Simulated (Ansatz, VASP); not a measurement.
# PbO2 in VASP and in Ansatz

```xyz
3
Lattice="0.0000 2.8101 2.7020 2.8101 0.0000 2.7020 2.8101 2.8101 0.0000" Properties=species:S:1:pos:R:3 pbc="T T T"
Pb    0.0000    0.0000    0.0000
O     4.2151    4.2151    4.0530
O     1.4050    1.4050    1.3510
```

Alike in both runs: task single point; functional PBEsol; k mesh 7 × 7 × 7; occupations fermi-dirac, width 0.05 eV; no spin polarisation.

```csv
,VASP,Ansatz
version,VASP 6.6.1,Ansatz 0.2.0
potentials or method,"VASP PAW PBE potentials, release 64 (Pb_d, O)",Ansatz PAW
plane-wave cutoff (eV),520,420
valence electrons in the cell,26,26
```

```csv
,VASP,Ansatz,Ansatz less VASP
gap on the k mesh at the Fermi level (eV),none,none,-
pressure (GPa),-13.2,-13.2,-0.09
"traceless stress, the component that is largest in VASP (GPa)",4.57,4.60,+0.035
```

VASP's potentials were made for PBE, not for PBEsol. A gap of «none» marks a metal or a gap that the smearing closes. The functional is the same, so the differences come from potentials, cutoffs and numerics.

Spin-orbit coupling is off throughout.
